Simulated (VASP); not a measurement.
A run of VASP 6.6.1 is set up as follows.

Contents of POSCAR:

```
LiTi8O16
1.0
    4.5964476744     -4.5964476744      0.0000000000
   -4.5964476744     -4.5964476744      0.0000000000
    0.0000000000      4.5964476744     -5.9081091050
Ti O Li
8 16 1
Direct
    0.4966360799      0.0358012896      0.0116802176
    0.2734330372      0.7444150114      0.5069232722
    0.0134904374      0.4785082405      0.0116827565
    0.7319214494      0.2651475074      0.5069171789
    0.1107071227      0.1024031013      0.2439288061
    0.8955943958      0.8782903806      0.7387260327
    0.6316618416      0.6441519218      0.2439210201
    0.3415548256      0.3630786211      0.7387182468
    0.6206330916      0.9330454374      0.2438944465
    0.3760642719      0.6796578509      0.7525268950
    0.1314099492      0.4282761591      0.2570008395
    0.8782521252      0.1795292793      0.7467057432
    0.8004618212      1.0031890284     -0.0025050316
    0.5608690760      0.7568943685      0.5042439039
    0.3052650537      0.4982173210      0.0025062164
    0.0448003941      0.2462331234      0.4936393266
    0.4417918279      0.2499810944      0.5042337484
    0.1956647427      1.0069382009      1.0025029827
    0.9472654819      0.7500473117      0.4936369570
    0.6954608357      0.4969407905      0.9974969817
    0.6240087850      0.3313593098      0.2569935614
    0.3668826217      0.0698145168      0.7467082821
    0.1216772447      0.8134919297      0.2438981702
    0.8749001347      0.5754958778      0.7525216480
    0.6900234274      0.6921085159      0.8815901852
```

Contents of INCAR.step1:

```
SYSTEM = LiTi8O16
PREC = Accurate ; ENCUT = 520
ISMEAR = 0 ; SIGMA = 0.02
LREAL = Auto ; LASPH = .TRUE.
NELM = 80 ; NBANDS = 116
NELECT = 194.0 ; GGA = PE
ALGO = Normal ; EDIFF = 1E-4
LWAVE = .TRUE. ; LCHARG = .FALSE.
```

File INCAR.step2:

```
SYSTEM = LiTi8O16
PREC = Accurate ; ENCUT = 520
EDIFF = 1E-6 ; ISMEAR = 0
SIGMA = 0.02 ; LREAL = Auto
LASPH = .TRUE. ; NELM = 80
ALGO = Normal ; ISIF = 2
LWAVE = .FALSE. ; LCHARG = .TRUE.
METAGGA = R2SCAN ; LMIXTAU = .TRUE.
LELF = .TRUE. ; LVHAR = .TRUE.
NBANDS = 116 ; NELECT = 194.0
ISTART = 1
```

KPOINTS

```
regular mesh
0
G
  2 2 2
  0 0 0
```

Potentials or basis: VASP PAW PBE potentials, release 64 (Ti_sv, O, Li_sv).

Command:

```console
$ cat potpaw_PBE.64/Ti_sv/POTCAR potpaw_PBE.64/O/POTCAR potpaw_PBE.64/Li_sv/POTCAR > POTCAR
$ cp INCAR.step1 INCAR
$ mpirun -np 1 vasp_std > vasp.out
$ cp INCAR.step2 INCAR
$ mpirun -np 1 vasp_std > vasp.out
```

Problem. Estimate the largest force.

Solution. 0.140 eV/Å.

Forces in eV/Å, atoms in the order of the input:
```
Ti   0.075  0.047  0.070
Ti  -0.097  0.038  0.037
Ti  -0.086 -0.049  0.075
Ti   0.116 -0.037  0.035
Ti  -0.039 -0.112 -0.024
Ti  -0.051  0.076 -0.064
Ti   0.040  0.107 -0.022
Ti   0.051 -0.074 -0.069
O   -0.039 -0.046 -0.021
O   -0.012  0.031 -0.039
O    0.093  0.084 -0.057
O    0.021  0.012  0.028
O   -0.041 -0.019  0.037
O    0.039 -0.033  0.014
O   -0.012  0.021 -0.032
O   -0.088  0.094  0.056
O   -0.041  0.037  0.015
O    0.010 -0.020 -0.029
O    0.080 -0.093  0.056
O    0.039  0.022  0.034
O   -0.095 -0.083 -0.060
O   -0.023 -0.011  0.027
O    0.039  0.044 -0.017
O    0.013 -0.027 -0.037
Li   0.008 -0.010 -0.009
```

Caveat: the k points lie up to 0.55 Å⁻¹ apart; the cell carries a net charge on a neutralising background, which shifts energy and pressure; the PAW data sets were made with another functional, which shifts forces and pressure a little.
